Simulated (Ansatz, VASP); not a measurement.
**Li2O in VASP and in Ansatz**

INCAR

```
SYSTEM = Li2O
ALGO = Normal
EDIFF = 1E-6
ENCUT = 750
GGA = PS
GGA_COMPAT = .FALSE.
ISIF = 2
ISMEAR = -1
LASPH = .TRUE.
LCHARG = .FALSE.
LREAL = .FALSE.
LWAVE = .FALSE.
NBANDS = 13
NELM = 120
PREC = Accurate
SIGMA = 0.03
```

The input KPOINTS:

```
k-points
0
G
  9 9 9
  0 0 0
```

Contents of POSCAR:

```
Li2O
1.0
    0.0000000000      2.3095000000      2.3556900000
    2.3095000000      0.0000000000      2.3556900000
    2.3095000000      2.3095000000      0.0000000000
Li O
2 1
Direct
    0.2500000000      0.2500000000      0.2500000000
    0.7500000000      0.7500000000      0.7500000000
    0.0000000000      0.0000000000      0.0000000000
```

Input for Ansatz:

```yaml
crystal:
  lattice:
    - [0.0, 2.3095, 2.35569]
    - [2.3095, 0.0, 2.35569]
    - [2.3095, 2.3095, 0.0]
  atoms:
    - { symbol: Li, position: [0.25, 0.25, 0.25] }
    - { symbol: Li, position: [0.75, 0.75, 0.75] }
    - { symbol: O, position: [0.0, 0.0, 0.0] }
kpoints:
  mp_grid: { grid: [9, 9, 9] }
  band_path:
    path:
      - [0.0, 0.0, 0.0]
      - [0.0, 0.5, 0.5]
      - [0.25, 0.75, 0.5]
      - [0.0, 0.5, 0.0]
      - [0.0, 0.0, 0.0]
      - [0.5, 0.5, 0.0]
      - [0.3701460977, 0.6298539023, 0.0]
      - [-0.3701460977, 0.3701460977, 0.0]
      - [0.0, 0.0, 0.0]
    npoints: 5
scf:
  occupations: { method: fermi_dirac, width: 0.03 }
hamiltonian:
  xc: pbesol
  pseudopotentials: { kind: all_electron, lapw: { basis_error: 0.0005 } }
output:
  forces: true
  stress: true
  eigenvalues: true
```

Change from the starting cell: zz strain of +2 %.

Alike in both runs: task single point; functional PBEsol; k mesh 9 × 9 × 9; occupations fermi-dirac, width 0.03 eV; no spin polarisation.

```csv
,VASP,Ansatz
version,VASP 6.6.1,Ansatz 0.2.0
potentials or method,"VASP PAW PBE potentials, release 64 (Li_sv, O), cutoff 750 eV","all-electron LAPW, scalar-relativistic"
```

```csv
,VASP,Ansatz,Ansatz less VASP
gap on the k mesh at the Fermi level (eV),4.85,4.86,+0.006
pressure (GPa),-3.4,-3.6,-0.13
"traceless stress, the component that is largest in VASP (GPa)",-2.42,-2.43,-0.009
```

VASP's potentials were made for PBE, not for PBEsol. Ansatz ran all-electron here, and VASP with PAW potentials.
